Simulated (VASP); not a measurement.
# Nb3Sn (Pm-3n) in VASP: single point with PBE

Aim: the single point of Nb3Sn with PBE.

Everything below comes from runs of VASP 6.6.1. Logs are shortened: lines on timing, memory, paths and dates and some standing lists are left out, and cuts for length are marked.

## 1. The cell of the first run

It takes space group Pm-3n (No. 223, cubic). Conventional cell: a = 5.319 Å, b = 5.319 Å, c = 5.319 Å, α = 90.00°, β = 90.00°, γ = 90.00°. Within 3.5 Å of Nb (site symmetry -4m2) lie 10 Nb at 2.66 to 3.26 Å and 4 Sn at 2.97 Å. Within 3.9 Å of Sn (site symmetry m-3) lie 12 Nb at 2.97 Å.

## 2. Single point, PBE

INCAR

```
PREC     = Accurate       # precision mode
ENCUT    = 500            # plane-wave cutoff, eV
EDIFF    = 1E-6           # SCF threshold, eV
ISMEAR   = 0              # smearing method
SIGMA    = 0.1            # smearing width, eV
LREAL    = F              # projectors in reciprocal space
LASPH    = T              # aspherical terms in the spheres
NELM     = 120            # most SCF steps
ALGO     = Normal         # electronic algorithm
ISIF     = 2              # what is computed and relaxed
LWAVE    = F              # write WAVECAR
LCHARG   = T              # write CHGCAR
GGA      = PE             # functional
LELF     = T              # ELF
LVHAR    = T            
NBANDS   = 63             # bands
GGA_COMPAT= F
```

KPOINTS

```
Automatic mesh
0
Gamma
  8 8 8
```

POSCAR

```
Nb3Sn
1.0
    5.3191375900      0.0000000000      0.0000000000
    0.0000000000      5.3191375900      0.0000000000
    0.0000000000      0.0000000000      5.3191375900
Nb Sn
6 2
Direct
    0.2500000000      0.0000000000      0.5000000000
    0.5000000000      0.7500000000      0.0000000000
    0.7500000000      0.0000000000      0.5000000000
    0.5000000000      0.2500000000      0.0000000000
    0.0000000000      0.5000000000      0.7500000000
    0.0000000000      0.5000000000      0.2500000000
    0.0000000000      0.0000000000      0.0000000000
    0.5000000000      0.5000000000      0.5000000000
```

Potentials or basis: VASP PAW PBE potentials, release 64 (Nb_sv, Sn_d).

On the command line:

```console
$ cat potpaw_PBE.64/Nb_sv/POTCAR potpaw_PBE.64/Sn_d/POTCAR > POTCAR
$ mpirun -np 1 vasp_std > vasp.out
```

OUTCAR:

```text
PREC = Accurate
   ENCUT = 500
   EDIFF = 1E-6
   ISMEAR = 0
   LREAL = F
   LASPH = T
   NELM = 120
   ISIF = 2
   GGA = PE

 ion  position               nearest neighbor table
   1  0.250  0.000  0.500-   3 2.66   3 2.66   8 2.97   7 2.97   8 2.97   7 2.97
   2  0.500  0.750  0.000-   4 2.66   4 2.66   8 2.97   8 2.97   7 2.97   7 2.97
   3  0.750  0.000  0.500-   1 2.66   1 2.66   8 2.97   7 2.97   8 2.97   7 2.97
   4  0.500  0.250  0.000-   2 2.66   2 2.66   8 2.97   8 2.97   7 2.97   7 2.97
   5  0.000  0.500  0.750-   6 2.66   6 2.66   8 2.97   7 2.97   7 2.97   8 2.97
   6  0.000  0.500  0.250-   5 2.66   5 2.66   8 2.97   7 2.97   7 2.97   8 2.97
   7  0.000  0.000  0.000-   1 2.97   2 2.97   3 2.97   4 2.97   5 2.97   6 2.97   1 2.97   3 2.97
                             5 2.97   6 2.97   2 2.97   4 2.97
   8  0.500  0.500  0.500-   1 2.97   2 2.97   3 2.97   4 2.97   5 2.97   6 2.97   2 2.97   4 2.97
                             1 2.97   3 2.97   5 2.97   6 2.97

  LATTYP: Found a simple cubic cell.
 ALAT       =     5.3191375900

  Lattice vectors:

 A1 = (   5.3191375900,   0.0000000000,   0.0000000000)
 A2 = (   0.0000000000,   5.3191375900,   0.0000000000)
 A3 = (   0.0000000000,   0.0000000000,   5.3191375900)

Analysis of symmetry for initial positions (statically):
=====================================================================
 Subroutine PRICEL returns:
 Original cell was already a primitive cell.

 Routine SETGRP: Setting up the symmetry group for a
 simple cubic supercell.

 Subroutine GETGRP returns: Found 48 space group operations
 (whereof 24 operations were pure point group operations)
 out of a pool of 48 trial point group operations.

The static configuration has the point symmetry T_h .
 The point group associated with its full space group is O_h .

Analysis of symmetry for dynamics (positions and initial velocities):
=====================================================================
 Subroutine PRICEL returns:
 Original cell was already a primitive cell.

 Routine SETGRP: Setting up the symmetry group for a
 simple cubic supercell.

 Subroutine GETGRP returns: Found 48 space group operations
 (whereof 24 operations were pure point group operations)
 out of a pool of 48 trial point group operations.

The dynamic configuration has the point symmetry T_h .
 The point group associated with its full space group is O_h .

 Subroutine INISYM returns: Found 48 space group operations
 (whereof 24 operations are pure point group operations),
 and found     1 'primitive' translations

[... 115 lines left out ...]
   TEBEG  =    0.0;   TEEND  =   0.0 temperature during run
   PSTRESS=    0.0 pullay stress
   NELECT =     106.0000    total number of electrons
   NUPDOWN=      -1.0000    fix difference up-down
   EMIN   =  10.00;   EMAX   =-10.00  energy-range for DOS
   EFERMI =   0.00;   METHOD = LEGACY
   ISMEAR =     0;   SIGMA  =   0.10  broadening in eV -4-tet -1-fermi 0-gaus
   EFERMI_NEDOS =   21; number of points for ismear=-14 and -15
   IALGO  =     38    algorithm
   IMIX   =      4    mixing-type and parameters
     AMIX     =   0.40;   BMIX     =  1.00
     AMIX_MAG =   1.60;   BMIX_MAG =  1.00
  volume/ion in A,a.u.               =      18.81       126.95
  Fermi-wavevector in a.u.,A,eV,Ry     =   1.456584  2.752545 28.866627  2.121637
  Thomas-Fermi vector in A             =   2.573485
   LORBIT       =      0    0 simple, 1 ext, 2 COOP (PROOUT), +10 PAW based schemes
   GGA     = PE    functional components
   LHFCALC =     F    Hartree Fock is set to
   AEXX    =    0.0000 exact exchange contribution
   IVDW    =     0    specifies the selected vdW correction
   LEPSILON=     F    determine dielectric tensor
   LRPA    =     F    only Hartree local field effects (RPA)
 non-spin polarized calculation
 Gauss-broadening in eV      SIGMA  =   0.10
  energy-cutoff  :      500.00
  volume of cell :      150.50
 maximum number of plane-waves:      3887
 NGX is ok and might be reduce to    40
   NGX = 19   NGY = 19   NGZ = 19

 number of electron     106.0000036 magnetization

 Free energy of the ion-electron system (eV)
  ---------------------------------------------------
  ext. energy  EPLUGINS =         0.00000000
  ---------------------------------------------------
  free energy    TOTEN  =       -70.38924297 eV

  energy without entropy =      -70.31506973  energy(sigma->0) =      -70.35215635

 E-fermi :  11.1534     XC(G=0): -12.2579

 val. band max:       11.1502685340   @ k =   0.3750   0.3750   0.0000
 cond. band min:      11.1536693033   @ k =   0.1250   0.1250   0.0000
 fundamental gap:      0.0034007693
 Fermi energy:        11.1534151882

 k-point     1 :       0.0000    0.0000    0.0000
  band No.  band energies     occupation
      1     -43.4524      2.00000
      2     -43.3860      2.00000
      3     -43.3860      2.00000
      4     -43.1793      2.00000
      5     -43.1793      2.00000
      6     -43.1793      2.00000
[... 1573 lines left out ...]
     62      13.6701      0.00000
     63      13.7577      0.00000

 [... further k-points ...]

------------------------ aborting loop because EDIFF is reached ----------------------------------------

  FORCE on cell =-STRESS in cart. coord.  units (eV):
  Direction    XX          YY          ZZ          XY          YZ          ZX
  --------------------------------------------------------------------------------------
  -------------------------------------------------------------------------------------
  Total       -0.2475225     -0.2475225     -0.2475225     -0.0000000      0.0000000      0.0000000
  in kB       -2.6351268     -2.6351268     -2.6351268     -0.0000000      0.0000000      0.0000000
  external PRESSURE =      -2.6351268 kB  Pullay stress =       0.0000000 kB

 VOLUME and BASIS-vectors are now :
 -----------------------------------------------------------------------------
  energy-cutoff  :      500.00
  volume of cell :      150.50
      direct lattice vectors                 reciprocal lattice vectors
     5.319137590  0.000000000  0.000000000     0.188000401  0.000000000  0.000000000
     0.000000000  5.319137590  0.000000000     0.000000000  0.188000401  0.000000000
     0.000000000  0.000000000  5.319137590     0.000000000  0.000000000  0.188000401

 POSITION                                       TOTAL-FORCE (eV/Angst)
 -----------------------------------------------------------------------------------
      1.32978      0.00000      2.65957         0.000000      0.000000      0.000000
      2.65957      3.98935      0.00000         0.000000      0.000000      0.000000
      3.98935      0.00000      2.65957        -0.000000     -0.000000     -0.000000
      2.65957      1.32978      0.00000        -0.000000      0.000000      0.000000
      0.00000      2.65957      3.98935         0.000000     -0.000000     -0.000000
      0.00000      2.65957      1.32978        -0.000000     -0.000000      0.000000
      0.00000      0.00000      0.00000         0.000000      0.000000     -0.000000
      2.65957      2.65957      2.65957         0.000000      0.000000     -0.000000
 -----------------------------------------------------------------------------------
    total drift:                                0.000000     -0.000000      0.000000

  FREE ENERGIE OF THE ION-ELECTRON SYSTEM (eV)
  ---------------------------------------------------
  free  energy   TOTEN  =       -70.3892429701 eV

  energy  without entropy=      -70.3150697287  energy(sigma->0) =      -70.35215635
```

stdout:

```text
POSCAR found type information on POSCAR NbSn
 POSCAR found :  2 types and       8 ions
 scaLAPACK will be used
 LDA part: xc-table for (Slater+PW92), standard interpolation
 POSCAR, INCAR and KPOINTS ok, starting setup
 FFT: planning ... GRIDC
 FFT: planning ... GRID_SOFT
 FFT: planning ... GRID
 WAVECAR not read
 entering main loop
```

Run time: 5.7 min. Hardware: 1 thread of Oxide Virtual Turin-like, shared host; peak memory 0.34 GiB.

What came out:

| Property | Result |
| --- | --- |
| Free energy | -70.3892 eV |
| Pressure | -0.3 GPa |
| Band gap on the k mesh | zero (bands 53 and 54 overlap by 0.57 eV) |

Caveat: spin-orbit coupling is left out, which moves the levels of the heavy elements.
